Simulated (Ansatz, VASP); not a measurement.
# Al3GaN4 in VASP and in Ansatz

Contents of INCAR:

```
SYSTEM = Al3GaN4
  PREC = Accurate
  ENCUT = 520
  EDIFF = 1E-6
  ISMEAR = 0
  SIGMA = 0.05
  LREAL = .False.
  LASPH = .True.
  NELM = 60
  ALGO = Normal
  ISIF = 2
  LWAVE = .False.
  LCHARG = .False.
  GGA = PS
  NBANDS = 31
```

KPOINTS

```
regular mesh
0
Gamma
  6 8 4
  0 0 0
```

The input POSCAR:

```
Al3GaN4
1.0
    5.0434079743      0.0000000000      0.0001149899
    0.0000000000      3.1300738979      0.0000000000
   -0.0032362578      0.0000000000      5.4179919454
Al Ga N
3 1 4
Direct
    0.4840997995      0.5000000000      0.1565873425
    0.0009207031      0.5000000000      0.8348055926
    0.0010880657      0.0000000000      0.3316926346
    0.4994217128      0.0000000000      0.6662009018
    0.1111724737      0.0000000000      0.6663292504
    0.1224543244      0.5000000000      0.1671578642
    0.6251234792      0.5000000000      0.8401923549
    0.6231881982      0.0000000000      0.3262928352
```

Input for Ansatz:

```yaml
crystal:
  lattice:
    - [5.0434079743, 0.0, 0.0001149899]
    - [0.0, 3.1300738979, 0.0]
    - [-0.0032362578, 0.0, 5.4179919454]
  atoms:
    - { symbol: Al, position: [0.4840997995, 0.5, 0.1565873425] }
    - { symbol: Al, position: [0.0009207031, 0.5, 0.8348055926] }
    - { symbol: Al, position: [0.0010880657, 0.0, 0.3316926346] }
    - { symbol: Ga, position: [0.4994217128, 0.0, 0.6662009018] }
    - { symbol: "N", position: [0.1111724737, 0.0, 0.6663292504] }
    - { symbol: "N", position: [0.1224543244, 0.5, 0.1671578642] }
    - { symbol: "N", position: [0.6251234792, 0.5, 0.8401923549] }
    - { symbol: "N", position: [0.6231881982, 0.0, 0.3262928352] }
basis:
  ecutwfc: 420
kpoints:
  mp_grid: { grid: [6, 8, 4] }
hamiltonian:
  xc: pbesol
scf:
  occupations: { method: gaussian, width: 0.05 }
output:
  forces: true
  stress: true
  eigenvalues: true
```

Alike in both runs: task single point; functional PBEsol; k mesh 6 × 8 × 4; occupations gaussian, width 0.05 eV; no spin polarisation.

|  | VASP | Ansatz |
| --- | --- | --- |
| version | VASP 6.6.1 | Ansatz 0.2.0 |
| potentials or method | VASP PAW PBE potentials, release 64 (Al, Ga_d, N), cutoff 520 eV | scalar-relativistic, plane waves, PAW |
| valence electrons in the cell | 42 | 42 |

Ansatz gave:

| Property | Result |
| --- | --- |
| gap on the k mesh at the Fermi level (eV) | 3.35 |
| least direct gap on the mesh (eV) | 3.35 |
| pressure (GPa) | 0.4 |
| traceless stress, the component that is largest in VASP (GPa) | 1.97 |
| rms of the force components (eV/Å) | 0.511 |

Task: Which values does VASP return?

Result: gap on the k mesh at the Fermi level (eV): 3.36; least direct gap on the mesh (eV): 3.36; pressure (GPa): 0.3; traceless stress, the component that is largest in VASP (GPa): 2.02; rms of the force components (eV/Å): 0.515.

VASP's potentials were made for PBE, not for PBEsol. Atom by atom the forces differ by 0.005 eV/Å (rms over components).
